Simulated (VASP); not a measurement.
Runs of VASP 6.6.1 on AlAs. The structure is that of space group F-43m (No. 216), or close to it. The cells are those of the table. 

| level | cell | gap on the mesh (eV) | pressure (GPa) |
| --- | --- | --- | --- |
| RPBE+D4 | a = 3.984 Å, angles 60.0°, 2 atoms | (b) | 0.1 |
| PBE+D3(BJ) | a = 4.008 Å, angles 60.0°, 2 atoms | 1.44 | 0.0 |
| RPBE+D4 | a = 4.010 Å, angles 60.0°, 2 atoms | 1.52 | -1.4 |
| PBE | a = 4.003 Å, angles 60.0°, 2 atoms | 1.43 | (a) |
| PBE+D3(BJ) | a = 3.954 Å, angles 60.0°, 2 atoms | 1.37 | 3.3 |

Alike in all rows: task single point; potentials or basis VASP PAW PBE potentials, release 64 (Al, As); no spin polarisation; k mesh 8 × 8 × 8; cutoff (eV) 500; smearing gaussian 0.05 eV.

Q: Estimate the missing entries.

A: (a) 2.8; (b) 1.49.

Caveats: the PAW data sets were made with another functional, which shifts forces and pressure a little (some runs); three body term missing (some runs).

A k mesh can miss the band edges, and the runs leave out spin-orbit coupling on As.
